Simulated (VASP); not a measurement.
Here is a VASP 6.6.1 calculation.

INCAR

```
SYSTEM = EuCd3
ALGO = Normal
EDIFF = 1E-6
ENCUT = 600
GGA = PS
GGA_COMPAT = .False.
ISIF = 2
ISMEAR = -1
ISPIN = 2
LASPH = .True.
LCHARG = .True.
LELF = .True.
LMAXMIX = 6
LORBIT = 11
LREAL = .False.
LVHAR = .True.
LWAVE = .False.
MAGMOM = 9.1 0 0 0
NBANDS = 38
NELM = 200
PREC = Accurate
SIGMA = 0.1
```

Contents of KPOINTS:

```
k-points
0
Gamma
  6 6 6
  0 0 0
```

POSCAR

```
EuCd3
1.0
    5.1772930000      0.0000000000      0.0000000000
    2.5886465000      4.4836672608      0.0000000000
    2.5886465000      1.4945557536      4.2272420330
Eu Cd
1 3
Direct
    0.0000000000      0.0000000000      0.0000000000
    0.2500000000      0.2500000000      0.2500000000
    0.7500000000      0.7500000000      0.7500000000
    0.5000000000      0.5000000000      0.5000000000
```

Potentials or basis: VASP PAW PBE potentials, release 64 (Eu, Cd).

Command:

```console
$ cat potpaw_PBE.64/Eu/POTCAR potpaw_PBE.64/Cd/POTCAR > POTCAR
$ mpirun -np 1 vasp_std > vasp.out
```

Q: Estimate the site moments.

A: Eu +6.53; Cd +0.01, -0.01 (each value once) μB.

Q: Estimate the pressure.

A: -2.6 GPa.

Q: Predict the net moment.

A: 6.94 μB per cell.

Caveat: the PAW data sets were made with another functional, which shifts forces and pressure a little. The state reached can hang on the start; a lower one may exist.
